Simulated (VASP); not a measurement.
A run of VASP 6.6.1:

Contents of INCAR:

```
  PREC = Accurate
  ENCUT = 520
  EDIFF = 1E-7
  ISMEAR = -1
  SIGMA = 0.05
  LREAL = False
  LASPH = True
  NELM = 60
  ALGO = Normal
  ISIF = 2
  LWAVE = False
  LCHARG = False
  GGA = RE
  IVDW = 12
  NBANDS = 32
```

File KPOINTS:

```
Automatic mesh
0
Gamma
  7 7 7
```

The input POSCAR:

```
Bi2Te3
1.0
    2.1778476896      1.2573809498      9.9928154007
   -2.1778476896      1.2573809498      9.9928154007
    0.0000000000     -2.5147618997      9.9928154007
Bi Te
2 3
Direct
    0.5994663153      0.5994663153      0.5994663153
    0.4005336847      0.4005336847      0.4005336847
    0.7918284313      0.7918284313      0.7918284313
    0.2081715687      0.2081715687      0.2081715687
    0.0000000000      0.0000000000      0.0000000000
```

Potentials or basis: VASP PAW PBE potentials, release 64 (Bi_d, Te).

Run with:

```console
$ cat potpaw_PBE.64/Bi_d/POTCAR potpaw_PBE.64/Te/POTCAR > POTCAR
$ mpirun -np 1 vasp_std > vasp.out
```

Hardware: 1 thread of Intel Xeon 8259CL, on a shared host.

**Question.** Estimate the wall time of this run.

**Answer.** Run time: 41 min on 1 thread of Intel Xeon 8259CL, on a shared host, peak memory 0.99 GiB. Counts: scf iterations 17, k points 44.
